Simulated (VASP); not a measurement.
# Pd (Fm-3m) in VASP: single point with PBE

Aim: the single point of Pd with PBE.

Everything below comes from runs of VASP 6.6.1. Logs are shortened: lines on timing, memory, paths and dates and some standing lists are left out, and cuts for length are marked.

## Step 1: The cell of the first run

Symmetry: Fm-3m, No. 225, cubic system. The conventional cell has a = 3.754 Å, b = 3.754 Å, c = 3.754 Å, α = 90.00°, β = 90.00°, γ = 90.00°. Pd (site symmetry m-3m) has 12 Pd at 2.65 Å within 3.5 Å.

## Step 2: Single point, PBE, collinear spin, zero start

Contents of INCAR:

```
PREC = Accurate ; ENCUT = 500
EDIFF = 1E-6 ; ISMEAR = -1
SIGMA = 0.1 ; LREAL = False
LASPH = True ; NELM = 200
ALGO = Normal ; ISIF = 2
LWAVE = False ; LCHARG = False
ISPIN = 2 ; MAGMOM = 0
LORBIT = 11 ; LMAXMIX = 4
GGA = PE ; NBANDS = 15
GGA_COMPAT = False
```

Contents of KPOINTS:

```
regular mesh
0
Gamma
  8 8 8
```

Contents of POSCAR:

```
Pd
1.0
    0.0000000000      1.8770000000      1.8770000000
    1.8770000000      0.0000000000      1.8770000000
    1.8770000000      1.8770000000      0.0000000000
Pd
1
Direct
    0.0000000000      0.0000000000      0.0000000000
```

Potentials or basis: VASP PAW PBE potentials, release 64 (Pd).

Command:

```console
$ cat potpaw_PBE.64/Pd/POTCAR > POTCAR
$ mpirun -np 1 vasp_std > vasp.out
```

OUTCAR:

```text
PREC = Accurate
   ENCUT = 500
   EDIFF = 1E-6
   ISMEAR = -1
   LREAL = False
   LASPH = True
   NELM = 200
   ISIF = 2
   ISPIN = 2
   LORBIT = 11
   GGA = PE

 ion  position               nearest neighbor table
   1  0.000  0.000  0.000-

  LATTYP: Found a face centered cubic cell.
 ALAT       =     3.7540000000

  Lattice vectors:

 A1 = (   0.0000000000,   1.8770000000,   1.8770000000)
 A2 = (   1.8770000000,   0.0000000000,   1.8770000000)
 A3 = (   1.8770000000,   1.8770000000,   0.0000000000)

Analysis of symmetry for initial positions (statically):
=====================================================================
 Subroutine PRICEL returns:
 Original cell was already a primitive cell.

 Routine SETGRP: Setting up the symmetry group for a
 face centered cubic supercell.

 Subroutine GETGRP returns: Found 48 space group operations
 (whereof 48 operations were pure point group operations)
 out of a pool of 48 trial point group operations.

The static configuration has the point symmetry O_h .

Analysis of symmetry for dynamics (positions and initial velocities):
=====================================================================
 Subroutine PRICEL returns:
 Original cell was already a primitive cell.

 Routine SETGRP: Setting up the symmetry group for a
 face centered cubic supercell.

 Subroutine GETGRP returns: Found 48 space group operations
 (whereof 48 operations were pure point group operations)
 out of a pool of 48 trial point group operations.

The dynamic configuration has the point symmetry O_h .

Analysis of structural, dynamic, and magnetic symmetry:
=====================================================================
 Subroutine PRICEL returns:
 Original cell was already a primitive cell.

 Routine SETGRP: Setting up the symmetry group for a
 face centered cubic supercell.

 Subroutine GETGRP returns: Found 48 space group operations
 (whereof 48 operations were pure point group operations)
 out of a pool of 48 trial point group operations.

The overall configuration has the point symmetry O_h .

 Subroutine INISYM returns: Found 48 space group operations
 (whereof 48 operations are pure point group operations),
 and found     1 'primitive' translations

----------------------------------------------------------------------------------------

                                     Primitive cell

  volume of cell :      13.2258

  direct lattice vectors                    reciprocal lattice vectors
     0.000000000  1.877000000  1.877000000    -0.266382525  0.266382525  0.266382525
     1.877000000  0.000000000  1.877000000     0.266382525 -0.266382525  0.266382525
     1.877000000  1.877000000  0.000000000     0.266382525  0.266382525 -0.266382525

  length of vectors
[... 126 lines left out ...]
  ---------------------------------------------------
  free energy    TOTEN  =        -5.01534958 eV

  energy without entropy =       -4.95797635  energy(sigma->0) =       -4.98666297

 E-fermi :  11.8576     XC(G=0): -13.8736

 val. band max:       11.8128695269   @ k =  -0.3750   0.3750   0.1250
 cond. band min:      11.8724826728   @ k =   0.5000   0.2500   0.0000
 fundamental gap:      0.0596131459
 Fermi energy:        11.8576130543

 spin component 1

 k-point     1 :       0.0000    0.0000    0.0000
  band No.  band energies     occupation
      1       3.7266      1.00000
      2       8.3924      1.00000
      3       8.3924      1.00000
      4       8.3924      1.00000
      5      10.3153      1.00000
      6      10.3153      1.00000
      7      28.9266      0.00000
      8      34.3348      0.00000
      9      34.3348      0.00000
     10      34.3348      0.00000
     11      37.5955      0.00000
     12      40.0496      0.00000
     13      44.6842      0.00000
     14      44.6842      0.00000
[... 403 lines left out ...]
      4       9.4033      1.00000
      5      11.5954      0.93226
      6      16.9569      0.00000
      7      19.9648      0.00000
      8      28.2089      0.00000
      9      28.8850      0.00000
     10      33.8257      0.00000
     11      37.6410      0.00000
     12      40.0504      0.00000
     13      43.5829      0.00000
     14      45.4996      0.00000
     15      45.7647      0.00000

 [... further k-points ...]

 spin component 2

 k-point     1 :       0.0000    0.0000    0.0000
  band No.  band energies     occupation
      1       3.7266      1.00000
      2       8.3924      1.00000
      3       8.3924      1.00000
      4       8.3924      1.00000
      5      10.3153      1.00000
      6      10.3153      1.00000
      7      28.9266      0.00000
      8      34.3348      0.00000
      9      34.3348      0.00000
     10      34.3348      0.00000
     11      37.5955      0.00000
     12      40.0496      0.00000
     13      44.6842      0.00000
     14      44.6842      0.00000
[... 403 lines left out ...]
      4       9.4033      1.00000
      5      11.5954      0.93226
      6      16.9569      0.00000
      7      19.9648      0.00000
      8      28.2089      0.00000
      9      28.8850      0.00000
     10      33.8257      0.00000
     11      37.6410      0.00000
     12      40.0504      0.00000
     13      43.5829      0.00000
     14      45.4996      0.00000
     15      45.7648      0.00000

 [... further k-points ...]

------------------------ aborting loop because EDIFF is reached ----------------------------------------

  FORCE on cell =-STRESS in cart. coord.  units (eV):
  Direction    XX          YY          ZZ          XY          YZ          ZX
  --------------------------------------------------------------------------------------
  -------------------------------------------------------------------------------------
  Total        3.1218463      3.1218463      3.1218463      0.0000000     -0.0000000      0.0000000
  in kB      378.1806292    378.1806292    378.1806292      0.0000000     -0.0000000      0.0000000
  external PRESSURE =     378.1806292 kB  Pullay stress =       0.0000000 kB

 VOLUME and BASIS-vectors are now :
 -----------------------------------------------------------------------------
  energy-cutoff  :      500.00
  volume of cell :       13.23
      direct lattice vectors                 reciprocal lattice vectors
     0.000000000  1.877000000  1.877000000    -0.266382525  0.266382525  0.266382525
     1.877000000  0.000000000  1.877000000     0.266382525 -0.266382525  0.266382525
     1.877000000  1.877000000  0.000000000     0.266382525  0.266382525 -0.266382525

 POSITION                                       TOTAL-FORCE (eV/Angst)
 -----------------------------------------------------------------------------------
      0.00000      0.00000      0.00000         0.000000      0.000000      0.000000
 -----------------------------------------------------------------------------------
    total drift:                                0.000000      0.000000      0.000000

  FREE ENERGIE OF THE ION-ELECTRON SYSTEM (eV)
  ---------------------------------------------------
  free  energy   TOTEN  =        -5.0153495842 eV

  energy  without entropy=       -4.9579763508  energy(sigma->0) =       -4.98666297

 total charge

# of ion       s       p       d       tot
------------------------------------------
    1        0.548   0.597   8.566   9.711

 magnetization (x)

# of ion       s       p       d       tot
------------------------------------------
    1        0.000   0.000   0.000   0.000
```

stdout:

```text
POSCAR found type information on POSCAR Pd
 POSCAR found :  1 types and       1 ions
 scaLAPACK will be used
 LDA part: xc-table for (Slater+PW92), standard interpolation
 POSCAR, INCAR and KPOINTS ok, starting setup
 FFT: planning ... GRIDC
 FFT: planning ... GRID_SOFT
 FFT: planning ... GRID
 WAVECAR not read
 entering main loop
```

It took 28 s on 1 thread of Intel Xeon 8259CL, shared host; peak memory 0.14 GiB.

Results:

| Property | Result |
| --- | --- |
| Free energy | -5.0153 eV |
| Pressure | 37.8 GPa |
| Band gap on the k mesh | zero (filled and empty bands overlap) |
| Net moment | 0.00 μB per cell |
| Valence electrons inside the program's atomic spheres | Pd 9.71 |

Caveat: the k points lie up to 0.36 Å⁻¹ apart.
